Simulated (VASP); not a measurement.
# Mo2HS4 in VASP: relaxation of the atoms with PBE+D3(BJ)

Aim: the relaxation of the atoms of Mo2HS4 with PBE+D3(BJ).

Everything below comes from runs of VASP 6.6.1. Logs are shortened: lines on timing, memory, paths and dates and some standing lists are left out, and cuts for length are marked.

**1. The cell of the first run**

The cell holds a slab with vacuum, 7 atoms: a = 3.133 Å, b = 3.133 Å, c = 28.165 Å, α = 90.00°, β = 90.00°, γ = 120.00°.

**2. Relaxation of the atoms, PBE+D3(BJ)**

Input file INCAR:

```
  PREC = Accurate
  ENCUT = 520
  EDIFF = 1E-6
  ISMEAR = 0
  SIGMA = 0.1
  LREAL = False
  LASPH = True
  NELM = 60
  ALGO = Fast
  ISIF = 2
  LWAVE = False
  LCHARG = False
  LDIPOL = True
  IDIPOL = 3
  DIPOL = 0.5 0.5 0.488
  GGA = PE
  IVDW = 12
  IBRION = 2
  NSW = 90
  EDIFFG = -0.03
```

Input file KPOINTS:

```
regular mesh
0
Gamma
  9 9 1
```

Input file POSCAR:

```
Mo2HS4
1.0
    3.1334577205      0.0000000000      0.0000000000
   -1.5667288603      2.7136539876      0.0000000000
    0.0000000000      0.0000000000     28.1646874887
S Mo H
4 2 1
Selective dynamics
Direct
    0.0000000000      0.0000000000      0.3017963542  F F F
    0.3333333333      0.6666666667      0.4156192450  F F F
    0.6666666667      0.3333333333      0.5139187176  T T T
    0.0000000000      0.0000000000      0.6280409995  T T T
    0.6666666667      0.3333333333      0.3587077995  F F F
    0.3333333333      0.6666666667      0.5709551377  T T T
    0.5000000000      1.0000000000      0.6287511085  T T T
```

Potentials or basis: VASP PAW PBE potentials, release 64 (S, Mo_sv, H).

Launch:

```
> cat potpaw_PBE.64/S/POTCAR potpaw_PBE.64/Mo_sv/POTCAR potpaw_PBE.64/H/POTCAR > POTCAR
> mpirun -np 1 vasp_std > vasp.out
```

OUTCAR:

```text
PREC = Accurate
   ENCUT = 520
   EDIFF = 1E-6
   ISMEAR = 0
   LREAL = False
   LASPH = True
   NELM = 60
   ISIF = 2
   GGA = PE
   IVDW = 12
   IBRION = 2
   NSW = 90
   EDIFFG = -0.03
 IVDW          = 12

 ion  position               nearest neighbor table
   1  0.000  0.000  0.302-   5 2.42   5 2.42   5 2.42
   2  0.333  0.667  0.416-   5 2.42   5 2.42   5 2.42
   3  0.667  0.333  0.514-   6 2.42   6 2.42   6 2.42
   4  0.000  0.000  0.628-   7 1.57   7 1.57   6 2.42   6 2.42   6 2.42
   5  0.667  0.333  0.359-   1 2.42   1 2.42   1 2.42   2 2.42   2 2.42   2 2.42
   6  0.333  0.667  0.571-   7 1.86   3 2.42   3 2.42   3 2.42   4 2.42   4 2.42   4 2.42
   7  0.500  0.000  0.629-   4 1.57   4 1.57   6 1.86

  LATTYP: Found a hexagonal cell.
 ALAT       =     3.1334577205
 C/A-ratio  =     8.9883732289

  Lattice vectors:

 A1 = (   3.1334577205,   0.0000000000,   0.0000000000)
 A2 = (  -1.5667288603,   2.7136539876,   0.0000000000)
 A3 = (   0.0000000000,   0.0000000000,  28.1646874887)

Analysis of symmetry for initial positions (statically):
=====================================================================
 Subroutine PRICEL returns:
 Original cell was already a primitive cell.

 Routine SETGRP: Setting up the symmetry group for a
 hexagonal supercell.

 Subroutine GETGRP returns: Found  2 space group operations
 (whereof  2 operations were pure point group operations)
 out of a pool of 24 trial point group operations.

The static configuration has the point symmetry C_1h.

Analysis of symmetry for dynamics (positions and initial velocities):
=====================================================================
 Subroutine PRICEL returns:
 Original cell was already a primitive cell.

 Routine SETGRP: Setting up the symmetry group for a
 hexagonal supercell.

 Subroutine GETGRP returns: Found  2 space group operations
 (whereof  2 operations were pure point group operations)
 out of a pool of 24 trial point group operations.

The dynamic configuration has the point symmetry C_1h.

Analysis of constrained symmetry for selective dynamics:
=====================================================================
 Subroutine PRICEL returns:
 Original cell was already a primitive cell.

 Routine SETGRP: Setting up the symmetry group for a
 hexagonal supercell.

 Subroutine GETGRP returns: Found  2 space group operations
 (whereof  2 operations were pure point group operations)
 out of a pool of 24 trial point group operations.

The constrained configuration has the point symmetry C_1h.

 Subroutine INISYM returns: Found  2 space group operations
 (whereof  2 operations are pure point group operations),
 and found     1 'primitive' translations

----------------------------------------------------------------------------------------

                                     Primitive cell

  volume of cell :     239.4877

  direct lattice vectors                    reciprocal lattice vectors
     3.133457721  0.000000000  0.000000000     0.319136267  0.184253410  0.000000000
    -1.566728860  2.713653988  0.000000000     0.000000000  0.368506819  0.000000000
     0.000000000  0.000000000 28.164687489     0.000000000  0.000000000  0.035505453

  length of vectors
     3.133457721  3.133457720 28.164687489     0.368506819  0.368506819  0.035505453

  position of ions in fractional coordinates (direct lattice)
     0.000000000  0.000000000  0.301796354
     0.333333333  0.666666667  0.415619245
     0.666666667  0.333333333  0.513918718
     0.000000000  0.000000000  0.628041000
     0.666666667  0.333333333  0.358707800
     0.333333333  0.666666667  0.570955138
     0.500000000  0.000000000  0.628751108

  ion indices of the primitive-cell ions
   primitive index   ion index
                 1           1
                 2           2
                 3           3
                 4           4
                 5           5
                 6           6
                 7           7

----------------------------------------------------------------------------------------

 KPOINTS: regular mesh

Automatic generation of k-mesh.
 Grid dimensions read from file:
 generate k-points for:    9    9    1

 Generating k-lattice:

  Cartesian coordinates                     Fractional coordinates (reciprocal lattice)
     0.035459585  0.020472601  0.000000000     0.111111111  0.000000000  0.000000000
     0.000000000  0.040945202  0.000000000     0.000000000  0.111111111  0.000000000
     0.000000000  0.000000000  0.035505453     0.000000000  0.000000000  1.000000000

  Length of vectors
     0.040945202  0.040945202  0.035505453

  Shift w.r.t. Gamma in fractional coordinates (k-lattice)
     0.000000000  0.000000000  0.000000000

 Subroutine IBZKPT returns following result:
 ===========================================

 Found     25 irreducible k-points:

 Following reciprocal coordinates:
            Coordinates               Weight
  0.000000  0.000000  0.000000      1.000000
  0.111111  0.000000  0.000000      4.000000
  0.000000  0.111111  0.000000      2.000000
  0.222222 -0.000000  0.000000      4.000000
  0.000000  0.222222  0.000000      2.000000
  0.333333  0.000000  0.000000      4.000000
[... 16 lines left out ...]
 -0.222222 -0.444444  0.000000      4.000000
  0.444444  0.333333  0.000000      4.000000
   k-points           NKPTS =     25   k-points in BZ     NKDIM =     25   number of bands    NBANDS=     31
   number of dos      NEDOS =    301   number of ions     NIONS =      7
   total plane-waves  NPLWV = 120960
   dimension x,y,z NGX =    24 NGY =   24 NGZ =  210
   dimension x,y,z NGXF=    48 NGYF=   48 NGZF=  420
   ions per type =               4   2   1
   NGX,Y,Z   is equivalent  to a cutoff of  12.73, 12.73, 12.40 a.u.
   NGXF,Y,Z  is equivalent  to a cutoff of  25.47, 25.47, 24.79 a.u.
 SYSTEM =  unknown system
   PREC   = accura    normal or accurate (medium, high low for compatibility)
   ISTART =      0    job   : 0-new  1-cont  2-samecut
   ICHARG =      2    charge: 1-file 2-atom 10-const
   ISPIN  =      1    spin polarized calculation?
   LNONCOLLINEAR =      F non collinear calculations
   LSORBIT =      F    spin-orbit coupling
   LASPH  =      T    aspherical Exc in radial PAW
   ENCUT  =  520.0 eV  38.22 Ry    6.18 a.u.   5.83  5.83 52.37*2*pi/ulx,y,z
   NELM   =     60;   NELMIN=  2; NELMDL= -5     # of ELM steps
   EDIFF  = 0.1E-05   stopping-criterion for ELM
   LREAL  =      F    real-space projection
   EDIFFG = -.3E-01   stopping-criterion for IOM
   NSW    =     90    number of steps for IOM
   IBRION =      2    ionic relax: 0-MD 1-quasi-New 2-CG
   NFREE  =      1    steps in history (QN), initial steepest desc. (CG)
   ISIF   =      2    stress and relaxation
   ISYM   =      2    0-nonsym 1-usesym 2-fastsym
   POTIM  = 0.5000    time-step for ionic-motion
   TEBEG  =    0.0;   TEEND  =   0.0 temperature during run
   PSTRESS=    0.0 pullay stress
   NELECT =      53.0000    total number of electrons
   NUPDOWN=      -1.0000    fix difference up-down
   EMIN   =  10.00;   EMAX   =-10.00  energy-range for DOS
   EFERMI =   0.00;   METHOD = LEGACY
   ISMEAR =     0;   SIGMA  =   0.10  broadening in eV -4-tet -1-fermi 0-gaus
   EFERMI_NEDOS =   21; number of points for ismear=-14 and -15
   IALGO  =     68    algorithm
   IMIX   =      4    mixing-type and parameters
     AMIX     =   0.40;   BMIX     =  1.00
     AMIX_MAG =   1.60;   BMIX_MAG =  1.00
  volume/ion in A,a.u.               =      34.21       230.88
  Fermi-wavevector in a.u.,A,eV,Ry     =   0.990237  1.871276 13.341449  0.980569
  Thomas-Fermi vector in A             =   2.121893
   LORBIT       =      0    0 simple, 1 ext, 2 COOP (PROOUT), +10 PAW based schemes
   GGA     = PE    functional components
   LHFCALC =     F    Hartree Fock is set to
   AEXX    =    0.0000 exact exchange contribution
   IVDW    =    12    specifies the selected vdW correction
   LEPSILON=     F    determine dielectric tensor
   LRPA    =     F    only Hartree local field effects (RPA)
 conjugate gradient relaxation of ions
 non-spin polarized calculation
 RMM-DIIS sequential band-by-band and
 Gauss-broadening in eV      SIGMA  =   0.10
  energy-cutoff  :      520.00
  volume of cell :      239.49
 maximum number of plane-waves:      6474
   NGX = 11   NGY = 11   NGZ =105

--------------------------------------- Ionic step        1  -------------------------------------------

 number of electron      53.0000000 magnetization

 Free energy of the ion-electron system (eV)
  ---------------------------------------------------
  ext. energy  EPLUGINS =         0.00000000
  ---------------------------------------------------
  free energy    TOTEN  =       -43.56696025 eV

  energy without entropy =      -43.55666713  energy(sigma->0) =      -43.56181369

------------------------ aborting loop because EDIFF is reached ----------------------------------------

 Edisp (eV)   -2.42635

 E8    (eV) :    -0.9988

  FORCE on cell =-STRESS in cart. coord.  units (eV):
  Direction    XX          YY          ZZ          XY          YZ          ZX
  --------------------------------------------------------------------------------------
  -------------------------------------------------------------------------------------
  Total       5.71256     2.31479     3.66173    -0.00000     0.34622    -0.00000
  in kB      38.21711    15.48599    24.49701    -0.00000     2.31620    -0.00000
  external pressure =       26.07 kB  Pullay stress =        0.00 kB
[... 112 lines left out ...]
  FREE ENERGIE OF THE ION-ELECTRON SYSTEM (eV)
  ---------------------------------------------------
  free  energy   TOTEN  =       -46.2320868718 eV

  energy  without entropy=      -46.2212846197  energy(sigma->0) =      -46.22668575

 dipolmoment           0.000000      0.000000      0.002904 electrons x Angstroem

[... ionic steps 4 to 46 ...]

--------------------------------------- Ionic step       47  -------------------------------------------

 number of electron      53.0000001 magnetization

------------------------ aborting loop because EDIFF is reached ----------------------------------------

 Edisp (eV)   -2.37152

 E8    (eV) :    -0.9779
[... 79 lines left out ...]
  energy  without entropy=      -46.5829513605  energy(sigma->0) =      -46.58975013

--------------------------------------- Ionic step       49  -------------------------------------------

 number of electron      53.0000001 magnetization

 dipolmoment           0.000000      0.000000     -0.053602 electrons x Angstroem

 Free energy of the ion-electron system (eV)
  ---------------------------------------------------
  ext. energy  EPLUGINS =         0.00000000
  ---------------------------------------------------
  free energy    TOTEN  =       -44.22568101 eV

  energy without entropy =      -44.21211067  energy(sigma->0) =      -44.21889584

 E-fermi :   1.0221     XC(G=0):  -5.3064

 val. band max:        1.0041322700   @ k =   0.3333   0.0000   0.0000
 cond. band min:       1.0462420576   @ k =   0.0000   0.1111   0.0000
 fundamental gap:      0.0421097876
 Fermi energy:         1.0221299408

 k-point     1 :       0.0000    0.0000    0.0000
  band No.  band energies     occupation
      1     -60.6019      2.00000
      2     -60.3675      2.00000
      3     -34.6844      2.00000
      4     -34.5494      2.00000
      5     -34.5475      2.00000
      6     -34.5257      2.00000
[... 805 lines left out ...]
     30       2.7928      0.00000
     31       3.3042      0.00000

 [... further k-points ...]

------------------------ aborting loop because EDIFF is reached ----------------------------------------

 vacuum level on the upper side and lower side of the slab       (xc-potential included)        -0.589         0.538

 Edisp (eV)   -2.37096

 E8    (eV) :    -0.9776

  FORCE on cell =-STRESS in cart. coord.  units (eV):
  Direction    XX          YY          ZZ          XY          YZ          ZX
  --------------------------------------------------------------------------------------
  -------------------------------------------------------------------------------------
  Total      -2.38094     0.27508     0.04238    -0.00000     0.09328    -0.00000
  in kB     -15.92852     1.84030     0.28355    -0.00000     0.62402    -0.00000
  external pressure =       -4.60 kB  Pullay stress =        0.00 kB
[... 22 lines left out ...]
  FREE ENERGIE OF THE ION-ELECTRON SYSTEM (eV)
  ---------------------------------------------------
  free  energy   TOTEN  =       -46.5966449960 eV

  energy  without entropy=      -46.5830746520  energy(sigma->0) =      -46.58985982

 reached required accuracy - stopping structural energy minimisation

 vacuum level on the upper side and lower side of the slab         5.034         6.183
```

Wall time 2.7 h (1 thread of Oxide Virtual Turin-like, shared host); peak memory 0.46 GiB.

What came out:

| Item | Value |
| --- | --- |
| Free energy | -46.5966 eV |
| Energy gained by relaxing | 86.2 meV/atom |
| Ionic steps | 49 |
| Band gap on the k mesh | zero (an odd number of electrons rules out a gap without spin polarisation) |
| Dispersion energy per atom | -0.339 eV |

Step by step:
```csv
step,energy change (eV),largest force on free atoms (eV/Å),pressure (GPa)
1,0.0000,2.5816,2.61
3,-0.2388,1.0790,1.98
5,-0.2952,0.3994,0.83
7,-0.3323,0.6039,0.66
9,-0.3629,0.5471,0.53
11,-0.3564,1.2063,-0.12
13,-0.4198,0.6009,0.23
15,-0.4724,0.5419,0.15
17,-0.5285,0.3556,-0.23
19,-0.5451,0.5006,-0.29
21,-0.5642,0.3785,-0.06
23,-0.5802,0.1387,-0.06
25,-0.5821,0.1042,-0.07
27,-0.5844,0.0915,-0.13
29,-0.5864,0.2300,-0.30
31,-0.5877,0.2086,-0.32
33,-0.5909,0.1137,-0.41
35,-0.5920,0.1071,-0.42
37,-0.5967,0.1390,-0.39
39,-0.6014,0.1410,-0.40
41,-0.6022,0.0613,-0.45
43,-0.6027,0.0465,-0.41
45,-0.6028,0.0472,-0.39
47,-0.6032,0.0378,-0.44
49,-0.6033,0.0296,-0.46
```

Final structure:
```
CELL_PARAMETERS angstrom
3.13346 0.00000 0.00000
-1.56673 2.71365 0.00000
0.00000 0.00000 28.16469
ATOMIC_POSITIONS crystal
S 0.00000 0.00000 0.30180
S 0.33333 0.66667 0.41562
S 0.66186 0.32371 0.51641
S 0.01843 0.03687 0.63646
Mo 0.66667 0.33333 0.35871
Mo 0.31578 0.63156 0.57159
H 0.55624 0.11248 0.65777
```

The gap in the log of VASP goes by the Fermi energy; the results here count the filled bands.